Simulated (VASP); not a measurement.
# MgF2 (P4_2/mnm) in VASP: further runs

Runs on MgF2. Level: PBE. Tasks: single point.

All numbers are computed with VASP 6.6.1; they aren't measurements. Logs are shortened: lines on timing, memory, paths and dates and some standing lists are left out, and cuts for length are marked.

**1. The cell of the first run**

It takes space group P4_2/mnm (No. 136, tetragonal). Conventional cell: a = 4.625 Å, b = 4.625 Å, c = 3.052 Å, α = 90.00°, β = 90.00°, γ = 90.00°. Within 2.6 Å of Mg (site symmetry mmm) lie 6 F at 1.98 to 2.00 Å. Within 2.6 Å of F (site symmetry m2m) lie 3 Mg at 1.98 to 2.00 Å and 1 F at 2.58 Å.

**2. Single point, PBE**

Contents of INCAR:

```
PREC = Accurate
ENCUT = 600
EDIFF = 1E-6
ISMEAR = 0
SIGMA = 0.02
LREAL = False
LASPH = True
NELM = 120
ALGO = Normal
ISIF = 2
LWAVE = False
LCHARG = False
GGA = PE
NBANDS = 25
GGA_COMPAT = False
```

Contents of KPOINTS:

```
Automatic mesh
0
Gamma
  6 6 8
```

Contents of POSCAR:

```
MgF2
1.0
    4.6250000000      0.0000000000      0.0000000000
    0.0000000000      4.6250000000      0.0000000000
    0.0000000000      0.0000000000      3.0520000000
Mg F
2 4
Direct
    0.0000000000      0.0000000000      0.0000000000
    0.5000000000      0.5000000000      0.5000000000
    0.3030000000      0.3030000000      0.0000000000
    0.1970000000      0.8030000000      0.5000000000
    0.6970000000      0.6970000000      0.0000000000
    0.8030000000      0.1970000000      0.5000000000
```

Potentials or basis: VASP PAW PBE potentials, release 64 (Mg, F).

Launch:

```sh
$ cat potpaw_PBE.64/Mg/POTCAR potpaw_PBE.64/F/POTCAR > POTCAR
$ mpirun -np 1 vasp_std > vasp.out
```

OUTCAR:

```text
PREC = Accurate
   ENCUT = 600
   EDIFF = 1E-6
   ISMEAR = 0
   LREAL = False
   LASPH = True
   NELM = 120
   ISIF = 2
   GGA = PE

 ion  position               nearest neighbor table
   1  0.000  0.000  0.000-   3 1.98   5 1.98   4 2.00   6 2.00   4 2.00   6 2.00   2 3.61   2 3.61
                             2 3.61   2 3.61   2 3.61   2 3.61   2 3.61   2 3.61
   2  0.500  0.500  0.500-   4 1.98   6 1.98   5 2.00   3 2.00   3 2.00   5 2.00   1 3.61   1 3.61
                             1 3.61   1 3.61   1 3.61   1 3.61   1 3.61   1 3.61
   3  0.303  0.303  0.000-   1 1.98   2 2.00   2 2.00
   4  0.197  0.803  0.500-   2 1.98   1 2.00   1 2.00
   5  0.697  0.697  0.000-   1 1.98   2 2.00   2 2.00
   6  0.803  0.197  0.500-   2 1.98   1 2.00   1 2.00

  LATTYP: Found a simple tetragonal cell.
 ALAT       =     4.6250000000
 C/A-ratio  =     0.6598918919

  Lattice vectors:

 A1 = (   4.6250000000,   0.0000000000,   0.0000000000)
 A2 = (   0.0000000000,   4.6250000000,   0.0000000000)
 A3 = (   0.0000000000,   0.0000000000,   3.0520000000)

Analysis of symmetry for initial positions (statically):
=====================================================================
 Subroutine PRICEL returns:
 Original cell was already a primitive cell.

 Routine SETGRP: Setting up the symmetry group for a
 simple tetragonal supercell.

 Subroutine GETGRP returns: Found 16 space group operations
 (whereof  8 operations were pure point group operations)
 out of a pool of 16 trial point group operations.

The static configuration has the point symmetry D_2h.
 The point group associated with its full space group is D_4h.

Analysis of symmetry for dynamics (positions and initial velocities):
=====================================================================
 Subroutine PRICEL returns:
 Original cell was already a primitive cell.

 Routine SETGRP: Setting up the symmetry group for a
 simple tetragonal supercell.

 Subroutine GETGRP returns: Found 16 space group operations
 (whereof  8 operations were pure point group operations)
 out of a pool of 16 trial point group operations.

The dynamic configuration has the point symmetry D_2h.
 The point group associated with its full space group is D_4h.

 Subroutine INISYM returns: Found 16 space group operations
 (whereof  8 operations are pure point group operations),
 and found     1 'primitive' translations

----------------------------------------------------------------------------------------

                                     Primitive cell

  volume of cell :      65.2842

  direct lattice vectors                    reciprocal lattice vectors
     4.625000000  0.000000000  0.000000000     0.216216216  0.000000000  0.000000000
     0.000000000  4.625000000  0.000000000     0.000000000  0.216216216  0.000000000
     0.000000000  0.000000000  3.052000000     0.000000000  0.000000000  0.327653997

  length of vectors
     4.625000000  4.625000000  3.052000000     0.216216216  0.216216216  0.327653997

  position of ions in fractional coordinates (direct lattice)
     0.000000000  0.000000000  0.000000000
     0.500000000  0.500000000  0.500000000
     0.303000000  0.303000000  0.000000000
     0.197000000  0.803000000  0.500000000
     0.697000000  0.697000000  0.000000000
     0.803000000  0.197000000  0.500000000

  ion indices of the primitive-cell ions
   primitive index   ion index
                 1           1
                 2           2
                 3           3
                 4           4
                 5           5
                 6           6

----------------------------------------------------------------------------------------

 KPOINTS: Automatic mesh

Automatic generation of k-mesh.
 Grid dimensions read from file:
 generate k-points for:    6    6    8

 Generating k-lattice:

  Cartesian coordinates                     Fractional coordinates (reciprocal lattice)
     0.036036036  0.000000000  0.000000000     0.166666667  0.000000000  0.000000000
     0.000000000  0.036036036  0.000000000     0.000000000  0.166666667  0.000000000
     0.000000000  0.000000000  0.040956750     0.000000000  0.000000000  0.125000000

  Length of vectors
     0.036036036  0.036036036  0.040956750

  Shift w.r.t. Gamma in fractional coordinates (k-lattice)
     0.000000000  0.000000000  0.000000000

 Subroutine IBZKPT returns following result:
 ===========================================

 Found     50 irreducible k-points:

 Following reciprocal coordinates:
            Coordinates               Weight
  0.000000  0.000000  0.000000      1.000000
  0.166667  0.000000  0.000000      4.000000
  0.333333  0.000000  0.000000      4.000000
  0.500000  0.000000  0.000000      2.000000
  0.166667  0.166667  0.000000      4.000000
  0.333333  0.166667  0.000000      8.000000
[... 16 lines left out ...]
  0.333333  0.000000  0.250000      8.000000
  0.500000  0.000000  0.250000      4.000000
 [... further k-points ...]
   k-points           NKPTS =     50   k-points in BZ     NKDIM =     50   number of bands    NBANDS=     25
   number of dos      NEDOS =    301   number of ions     NIONS =      6
   total plane-waves  NPLWV =  38400
   dimension x,y,z NGX =    40 NGY =   40 NGZ =   24
   dimension x,y,z NGXF=    80 NGYF=   80 NGZF=   48
   ions per type =               2   4
   NGX,Y,Z   is equivalent  to a cutoff of  14.38, 14.38, 13.07 a.u.
   NGXF,Y,Z  is equivalent  to a cutoff of  28.76, 28.76, 26.15 a.u.
 SYSTEM =  unknown system
   PREC   = accura    normal or accurate (medium, high low for compatibility)
   ISTART =      0    job   : 0-new  1-cont  2-samecut
   ICHARG =      2    charge: 1-file 2-atom 10-const
   ISPIN  =      1    spin polarized calculation?
   LNONCOLLINEAR =      F non collinear calculations
   LSORBIT =      F    spin-orbit coupling
   LASPH  =      T    aspherical Exc in radial PAW
   ENCUT  =  600.0 eV  44.10 Ry    6.64 a.u.   9.24  9.24  6.10*2*pi/ulx,y,z
   NELM   =    120;   NELMIN=  2; NELMDL= -5     # of ELM steps
   EDIFF  = 0.1E-05   stopping-criterion for ELM
   LREAL  =      F    real-space projection
   EDIFFG = 0.1E-04   stopping-criterion for IOM
   NSW    =      0    number of steps for IOM
   IBRION =     -1    ionic relax: 0-MD 1-quasi-New 2-CG
   NFREE  =      0    steps in history (QN), initial steepest desc. (CG)
   ISIF   =      2    stress and relaxation
   ISYM   =      2    0-nonsym 1-usesym 2-fastsym
   POTIM  = 0.5000    time-step for ionic-motion
   TEBEG  =    0.0;   TEEND  =   0.0 temperature during run
   PSTRESS=    0.0 pullay stress
   NELECT =      32.0000    total number of electrons
   NUPDOWN=      -1.0000    fix difference up-down
   EMIN   =  10.00;   EMAX   =-10.00  energy-range for DOS
   EFERMI =   0.00;   METHOD = LEGACY
   ISMEAR =     0;   SIGMA  =   0.02  broadening in eV -4-tet -1-fermi 0-gaus
   EFERMI_NEDOS =   21; number of points for ismear=-14 and -15
   IALGO  =     38    algorithm
   IMIX   =      4    mixing-type and parameters
     AMIX     =   0.40;   BMIX     =  1.00
     AMIX_MAG =   1.60;   BMIX_MAG =  1.00
  volume/ion in A,a.u.               =      10.88        73.43
  Fermi-wavevector in a.u.,A,eV,Ry     =   1.290790  2.439239 22.669184  1.666138
  Thomas-Fermi vector in A             =   2.422600
   LORBIT       =      0    0 simple, 1 ext, 2 COOP (PROOUT), +10 PAW based schemes
   GGA     = PE    functional components
   LHFCALC =     F    Hartree Fock is set to
   AEXX    =    0.0000 exact exchange contribution
   IVDW    =     0    specifies the selected vdW correction
   LEPSILON=     F    determine dielectric tensor
   LRPA    =     F    only Hartree local field effects (RPA)
 non-spin polarized calculation
 Gauss-broadening in eV      SIGMA  =   0.02
  energy-cutoff  :      600.00
  volume of cell :       65.28
 maximum number of plane-waves:      2200
 NGX is ok and might be reduce to    40
   NGX = 19   NGY = 19   NGZ = 13

 number of electron      32.0000022 magnetization

 Free energy of the ion-electron system (eV)
  ---------------------------------------------------
  ext. energy  EPLUGINS =         0.00000000
  ---------------------------------------------------
  free energy    TOTEN  =       -31.52127156 eV

  energy without entropy =      -31.52127156  energy(sigma->0) =      -31.52127156

 E-fermi :  -1.0856     XC(G=0):  -9.7303

 val. band max:       -1.2131881826   @ k =   0.0000   0.0000   0.0000
 cond. band min:       5.8823209387   @ k =   0.0000   0.0000   0.0000
 fundamental gap:      7.0955091213
 Fermi energy:        -1.0856369495

 k-point     1 :       0.0000    0.0000    0.0000
  band No.  band energies     occupation
      1     -21.9599      2.00000
      2     -21.1577      2.00000
      3     -21.1577      2.00000
      4     -21.0656      2.00000
      5      -5.2867      2.00000
      6      -3.7093      2.00000
[... 17 lines left out ...]
     24      17.2976      0.00000
     25      17.2976      0.00000

 k-point     2 :       0.1667    0.0000    0.0000
  band No.  band energies     occupation
      1     -21.9153      2.00000
      2     -21.2448      2.00000
      3     -21.1453      2.00000
      4     -21.0417      2.00000
      5      -5.1838      2.00000
      6      -3.6725      2.00000
[... 17 lines left out ...]
     24      17.0311      0.00000
     25      17.4069      0.00000

 k-point     3 :       0.3333    0.0000    0.0000
  band No.  band energies     occupation
      1     -21.7905      2.00000
      2     -21.4147      2.00000
      3     -21.1125      2.00000
      4     -21.0417      2.00000
      5      -4.9110      2.00000
      6      -4.1079      2.00000
[... 552 lines left out ...]
 k-point    23 :       0.3333    0.0000    0.2500
  band No.  band energies     occupation
      1     -21.6231      2.00000
      2     -21.3317      2.00000
      3     -21.0969      2.00000
      4     -21.0673      2.00000
      5      -4.6201      2.00000
      6      -3.9824      2.00000
[... 17 lines left out ...]
     24      15.5004      0.00000
     25      16.0081      0.00000

 k-point    24 :       0.5000    0.0000    0.2500
  band No.  band energies     occupation
      1     -21.4823      2.00000
      2     -21.4823      2.00000
      3     -21.0786      2.00000
      4     -21.0786      2.00000
      5      -4.3109      2.00000
      6      -4.3109      2.00000
[... 17 lines left out ...]
     24      14.9654      0.00000
     25      16.5367      0.00000

 [... further k-points ...]

------------------------ aborting loop because EDIFF is reached ----------------------------------------

  FORCE on cell =-STRESS in cart. coord.  units (eV):
  Direction    XX          YY          ZZ          XY          YZ          ZX
  --------------------------------------------------------------------------------------
  -------------------------------------------------------------------------------------
  Total        1.3872049      1.3872049      1.4728596     -0.0000000      0.0000000      0.0000000
  in kB       34.0442048     34.0442048     36.1463069     -0.0000000      0.0000000      0.0000000
  external PRESSURE =      34.7449055 kB  Pullay stress =       0.0000000 kB

 VOLUME and BASIS-vectors are now :
 -----------------------------------------------------------------------------
  energy-cutoff  :      600.00
  volume of cell :       65.28
      direct lattice vectors                 reciprocal lattice vectors
     4.625000000  0.000000000  0.000000000     0.216216216  0.000000000  0.000000000
     0.000000000  4.625000000  0.000000000     0.000000000  0.216216216  0.000000000
     0.000000000  0.000000000  3.052000000     0.000000000  0.000000000  0.327653997

 POSITION                                       TOTAL-FORCE (eV/Angst)
 -----------------------------------------------------------------------------------
      0.00000      0.00000      0.00000        -0.000000      0.000000      0.000000
      2.31250      2.31250      1.52600        -0.000000      0.000000      0.000000
      1.40137      1.40137      0.00000        -0.015517     -0.015517     -0.000000
      0.91113      3.71387      1.52600         0.015517     -0.015517     -0.000000
      3.22363      3.22363      0.00000         0.015517      0.015517      0.000000
      3.71387      0.91113      1.52600        -0.015517      0.015517      0.000000
 -----------------------------------------------------------------------------------
    total drift:                                0.000000     -0.000000     -0.000000

  FREE ENERGIE OF THE ION-ELECTRON SYSTEM (eV)
  ---------------------------------------------------
  free  energy   TOTEN  =       -31.5212715604 eV

  energy  without entropy=      -31.5212715604  energy(sigma->0) =      -31.52127156
```

Wall time 96 s (1 thread of Intel Xeon 8259CL, shared host); peak memory 0.23 GiB.

What came out:

```
Free energy            : -31.5213 eV
Pressure               : 3.5 GPa
Largest force          : 0.022 eV/Å
Band gap on the k mesh : 7.10 eV
```

Forces in eV/Å, atoms in the order of the input:
```
Mg   0.000  0.000  0.000
Mg   0.000  0.000  0.000
F   -0.016 -0.016  0.000
F    0.016 -0.016  0.000
F    0.016  0.016  0.000
F   -0.016  0.016  0.000
```

Caveat: the cell stands under pressure.

**3. Single point, PBE (11.03 Å³/atom)**

This run uses another cell than the first one, of 11.03 Å³/atom.

Contents of INCAR:

```
SYSTEM = MgF2
PREC = Accurate
ENCUT = 600
EDIFF = 1E-6
ISMEAR = 0
SIGMA = 0.02
LREAL = .FALSE.
LASPH = .TRUE.
NELM = 120
ALGO = Normal
ISIF = 2
LWAVE = .FALSE.
LCHARG = .TRUE.
GGA = PE
LELF = .TRUE.
LVHAR = .TRUE.
NBANDS = 25
GGA_COMPAT = .FALSE.
```

Contents of KPOINTS:

```
Automatic mesh
0
G
  6 6 8
  0 0 0
```

Contents of POSCAR:

```
MgF2
1.0
    4.6458720943      0.0000000000      0.0000000000
    0.0000000000      4.6458720943      0.0000000000
    0.0000000000      0.0000000000      3.0674570788
Mg F
2 4
Direct
    0.0000000000      0.0000000000      0.0000000000
    0.5000000000      0.5000000000      0.5000000000
    0.3029732624      0.3029732624      0.0000000000
    0.1970267376      0.8029732624      0.5000000000
    0.6970267376      0.6970267376      0.0000000000
    0.8029732624      0.1970267376      0.5000000000
```

Potentials or basis: VASP PAW PBE potentials, release 64 (Mg, F).

Launch:

```sh
$ cat potpaw_PBE.64/Mg/POTCAR potpaw_PBE.64/F/POTCAR > POTCAR
$ mpirun -np 1 vasp_std > vasp.out
```

It took 2 min on 1 thread of Intel Xeon 8259CL, shared host; peak memory 0.25 GiB.

The run converged. Its results:

- Free energy: -31.5402 eV
- Pressure: 1.9 GPa
- Band gap on the k mesh: 7.00 eV

Stress tensor (GPa, compression positive):
```
1.97 0.00 0.00
0.00 1.97 0.00
0.00 0.00 1.88
```

Levels at points of the mesh, in eV from the valence-band top:
```csv
k point,band 14,band 15,band 16,band 17,band 18,band 19
"(0.00, 0.00, 0.00)",-0.32,-0.32,0.00,7.00,12.15,12.15
"(0.50, 0.00, 0.00)",-0.97,-0.37,-0.37,9.39,9.39,13.40
"(0.50, 0.50, 0.00)",-0.94,-0.75,-0.75,11.06,11.06,11.20
"(0.00, 0.00, 0.50)",-1.12,-0.83,-0.83,11.72,11.72,14.86
"(0.50, 0.00, 0.50)",-0.72,-0.65,-0.65,12.64,12.64,13.31
"(0.50, 0.50, 0.50)",-0.59,-0.47,-0.47,13.14,13.14,13.25
```

A k mesh can miss the band edges.

**4. Single point, PBE**

This run uses another cell than the first one, of 11.38 Å³/atom.

INCAR, as its differences from that of step 3:

```diff
@@ -12,6 +12,4 @@
 LWAVE = .FALSE.
-LCHARG = .TRUE.
+LCHARG = .FALSE.
 GGA = PE
-LELF = .TRUE.
-LVHAR = .TRUE.
 NBANDS = 25
```

KPOINTS is that of step 3.

Contents of POSCAR:

```
MgF2
1.0
    4.6975999793      0.0000000000      0.0000000000
    0.0000000000      4.6975999793      0.0000000000
    0.0000000000      0.0000000000      3.0930660524
Mg F
2 4
Direct
    0.0000000000      0.0000000000      0.0000000000
    0.5000000000      0.5000000000      0.5000000000
    0.3035644564      0.3035644564      0.0000000000
    0.1964355436      0.8035644564      0.5000000000
    0.6964355436      0.6964355436      0.0000000000
    0.8035644564      0.1964355436      0.5000000000
```

Launch:

```sh
$ cat potpaw_PBE.64/Mg/POTCAR potpaw_PBE.64/F/POTCAR > POTCAR
$ mpirun -np 1 vasp_std > vasp.out
```

Wall time 2.4 min (1 thread of Intel Xeon 8259CL, shared host); peak memory 0.25 GiB.

Results (log left out):

```
Free energy            : -31.5529 eV
Pressure               : -1.0 GPa
Band gap on the k mesh : 6.80 eV
```

Forces on the atoms (eV/Å):
```
Mg   0.000  0.000  0.000
Mg   0.000  0.000  0.000
F    0.002  0.002  0.000
F   -0.002  0.002  0.000
F   -0.002 -0.002  0.000
F    0.002 -0.002  0.000
```

Stress tensor (GPa, compression positive):
```
-0.95  0.00  0.00
 0.00 -0.95  0.00
 0.00  0.00 -1.07
```

Levels at points of the mesh, in eV from the valence-band top:
```csv
k point,band 14,band 15,band 16,band 17,band 18,band 19
"(0.00, 0.00, 0.00)",-0.31,-0.31,0.00,6.80,11.96,11.96
"(0.50, 0.00, 0.00)",-0.95,-0.36,-0.36,9.15,9.15,13.18
"(0.50, 0.50, 0.00)",-0.91,-0.72,-0.72,10.74,10.74,10.99
"(0.00, 0.00, 0.50)",-1.06,-0.80,-0.80,11.47,11.47,14.66
"(0.50, 0.00, 0.50)",-0.70,-0.62,-0.62,12.41,12.41,13.01
"(0.50, 0.50, 0.50)",-0.57,-0.47,-0.47,12.81,12.81,13.08
```

A k mesh can miss the band edges. As with any semilocal functional, this PBE gap is likely too small.

**5. The runs side by side**

```tsv
cell	gap on the mesh (eV)	pressure (GPa)
a = 4.625, b = 4.625, c = 3.052 Å, 6 atoms	7.10	3.5
a = 4.646, b = 4.646, c = 3.067 Å, 6 atoms	7.00	1.9
a = 4.698, b = 4.698, c = 3.093 Å, 6 atoms	6.80	-1.0
```

Alike in all rows: task single point; level PBE; potentials or basis VASP PAW PBE potentials, release 64 (Mg, F); no spin polarisation; k mesh 6 × 6 × 8; cutoff (eV) 600; smearing gaussian 0.02 eV.

Caveats: the cell stands under pressure (at least some runs).

Total energies depend on the potentials used, so only differences within one code and one set of settings carry meaning.
